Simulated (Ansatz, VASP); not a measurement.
**Bi2Te3: VASP beside Ansatz**

File INCAR:

```
SYSTEM = Bi2Te3
ALGO     = Normal         ! electronic algorithm
EDIFF    = 1E-8           ! SCF threshold, eV
ENCUT    = 520            ! plane-wave cutoff, eV
GGA      = PE             ! functional
ISIF     = 2              ! what is computed and relaxed
ISMEAR   = -1             ! smearing method
LASPH    = .True.         ! aspherical terms in the spheres
LCHARG   = .False.        ! write CHGCAR
LEFG     = .True.       
LREAL    = .False.        ! projectors in reciprocal space
LWAVE    = .False.        ! write WAVECAR
NBANDS   = 32             ! bands
NELM     = 80             ! most SCF steps
PREC     = Accurate       ! precision mode
SIGMA    = 0.08           ! smearing width, eV
```

Contents of KPOINTS:

```
k-points
0
Gamma
  7 7 7
  0 0 0
```

File POSCAR:

```
Bi2Te3
1.0
    2.1633617825      1.2490175074     10.0282792391
   -2.1633617825      1.2490175074     10.0282792391
    0.0000000000     -2.4980350149     10.0282792391
Bi Te
2 3
Direct
    0.4000000000      0.4000000000      0.4000000000
    0.6000000000      0.6000000000      0.6000000000
    0.0000000000      0.0000000000      0.0000000000
    0.2095000000      0.2095000000      0.2095000000
    0.7905000000      0.7905000000      0.7905000000
```

Input for Ansatz:

```yaml
crystal:
  lattice:
    - [2.1633617825, 1.2490175074, 10.0282792391]
    - [-2.1633617825, 1.2490175074, 10.0282792391]
    - [0.0, -2.4980350149, 10.0282792391]
  atoms:
    - { symbol: Bi, position: [0.4, 0.4, 0.4] }
    - { symbol: Bi, position: [0.6, 0.6, 0.6] }
    - { symbol: Te, position: [0.0, 0.0, 0.0] }
    - { symbol: Te, position: [0.2095, 0.2095, 0.2095] }
    - { symbol: Te, position: [0.7905, 0.7905, 0.7905] }
kpoints:
  mp_grid: { grid: [7, 7, 7] }
scf:
  occupations: { method: fermi_dirac, width: 0.08 }
hamiltonian:
  xc: pbe
  pseudopotentials: { kind: all_electron, datasets: crystal }
output:
  forces: true
  stress: true
  eigenvalues: true
  efg: { contact_densities: true }
```

Change from the starting cell: volume scaled by 0.96, crystal datasets.

Alike in both runs: task electric field gradients; functional PBE; k mesh 7 × 7 × 7; occupations fermi-dirac, width 0.08 eV; no spin polarisation.

```csv
,VASP,Ansatz
version,VASP 6.6.1,Ansatz 0.2.0
potentials or method,"VASP PAW PBE potentials, release 64 (Bi_d, Te), cutoff 520 eV","all-electron PAW with datasets made for the crystal, scalar-relativistic"
```

Ansatz gave:

```
pressure (GPa)                                       : 4.4
rms of the force components (eV/Å)                   : 0.087
size of Vzz on the site where it differs most (V/Å²) : 98.6
```

Task: Estimate VASP's values.

Result: Pressure (GPa): 4.4; rms of the force components (eV/Å): 0.093; size of Vzz on the site where it differs most (V/Å²): 94.0.

Atom by atom the forces differ by 0.006 eV/Å (rms over components). Ansatz ran all-electron here, and VASP with PAW potentials.

Neither program's run includes spin-orbit coupling.
